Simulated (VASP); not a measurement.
A run of VASP 6.6.1 is set up as follows.

Contents of INCAR:

```
SYSTEM = TiAl2
ALGO = Fast
EDIFF = 1E-6
ENCUT = 520
GGA = PS
ISIF = 2
ISMEAR = 0
LASPH = .TRUE.
LCHARG = .FALSE.
LREAL = .FALSE.
LWAVE = .FALSE.
NBANDS = 48
NELM = 100
PREC = Accurate
SIGMA = 0.1
```

Contents of KPOINTS:

```
k-points
0
G
  10 4 10
  0 0 0
```

Contents of POSCAR:

```
TiAl2
1.0
    3.9786812375      0.0000000000      0.0000000000
    0.0000000000     11.9922905765      0.0000000000
    0.0000000000      0.0000000000      3.9525628524
Ti Al
4 8
Direct
    0.5000000000      0.8437800177      0.0000000000
    0.0000000000      0.6562199823      0.0000000000
    0.0000000000      0.3437800177      0.0000000000
    0.5000000000      0.1562199823      0.0000000000
    0.0000000000      0.0000000000      0.0000000000
    0.5000000000      0.6729037618      0.5000000000
    0.0000000000      0.8270962382      0.5000000000
    0.5000000000      0.0000000000      0.5000000000
    0.5000000000      0.5000000000      0.0000000000
    0.0000000000      0.1729037618      0.5000000000
    0.5000000000      0.3270962382      0.5000000000
    0.0000000000      0.5000000000      0.5000000000
```

Potentials or basis: VASP PAW PBE potentials, release 64 (Ti_sv, Al).

Launch:

```sh
$ cat potpaw_PBE.64/Ti_sv/POTCAR potpaw_PBE.64/Al/POTCAR > POTCAR
$ mpirun -np 1 vasp_std > vasp.out
```

Task: What does it give for the band gap on the k mesh?

Result: Zero (bands 36 and 37 overlap by 1.39 eV).

Task: Predict the pressure.

Result: -1.0 GPa.

Task: What does it give for the largest force?

Result: 0.027 eV/Å.

Stress tensor (GPa, compression positive):
```
-3.37  0.00  0.00
 0.00  0.32  0.00
 0.00  0.00  0.03
```

Caveat: the cell differs from its parent crystal (uniaxial strain along a: +2.0 %); the PAW data sets were made with another functional, which shifts forces and pressure a little.
